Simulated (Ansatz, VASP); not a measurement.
**Fe in VASP and in Ansatz**

The input INCAR:

```
  PREC = Accurate
  ENCUT = 520
  EDIFF = 1E-7
  ISMEAR = -1
  SIGMA = 0.08617333262145177
  LREAL = False
  LASPH = True
  NELM = 150
  ALGO = Fast
  ISIF = 2
  LWAVE = False
  LCHARG = False
  ISPIN = 2
  MAGMOM = 4
  LORBIT = 11
  LMAXMIX = 4
  GGA = PE
  NBANDS = 14
```

KPOINTS

```
Automatic mesh
0
Gamma
  4 4 4
```

Contents of POSCAR:

```
Fe
1.0
   -1.4315177495      1.4315177495      1.4315177495
    1.4315177495     -1.4315177495      1.4315177495
    1.4315177495      1.4315177495     -1.4315177495
Fe
1
Direct
    0.0000000000      0.0000000000      0.0000000000
```

Input for Ansatz:

```yaml
crystal:
  lattice:
    - [-1.4315177495, 1.4315177495, 1.4315177495]
    - [1.4315177495, -1.4315177495, 1.4315177495]
    - [1.4315177495, 1.4315177495, -1.4315177495]
  atoms:
    - { symbol: Fe, position: [0.0, 0.0, 0.0], spin: 4.0 }
basis:
  ecutwfc: 420
kpoints:
  mp_grid: { grid: [4, 4, 4] }
  band_path: { path: [[0, 0, 0], [0.5, 0, 0], [0.5, 0.5, 0.5]], npoints: 8 }
hamiltonian:
  xc: pbe
scf:
  occupations: { method: fermi_dirac, width: "1000 K" }
  lower_state_search: "off"
  convergence: { dr2_threshold: "1e-10 eV" }
output:
  forces: true
  stress: true
  eigenvalues: true
  populations: true
magnetization:
  spin_polarized: true
```

Alike in both runs: task single point; functional PBE; k mesh 4 × 4 × 4; collinear spin.

|  | VASP | Ansatz |
| --- | --- | --- |
| version | VASP 6.6.1 | Ansatz 0.2.0 |
| potentials or method | VASP PAW PBE potentials, release 64 (Fe), cutoff 520 eV | scalar-relativistic, plane waves, PAW |
| occupations | fermi-dirac, width 0.0861733 eV | fermi-dirac |
| valence electrons in the cell | 8 | 16 |

```csv
,VASP,Ansatz,Ansatz less VASP
gap on the k mesh at the Fermi level (eV),none,none,-
pressure (GPa),-10.1,-10.1,-0.06
net moment per atom (μB),2.00,1.99,-0.006
size of the moment on the site where the two differ most (μB),1.99,2.02,+0.021
```

Site moments also hang on the region over which each program counts them. A gap of «none» marks a metal or a gap that the smearing closes. VASP's potentials hold 8 valence electrons a cell and Ansatz's 16, so a difference there can come from the potentials and not from the codes.

The k mesh is coarse, so the values compare programs but aren't converged.
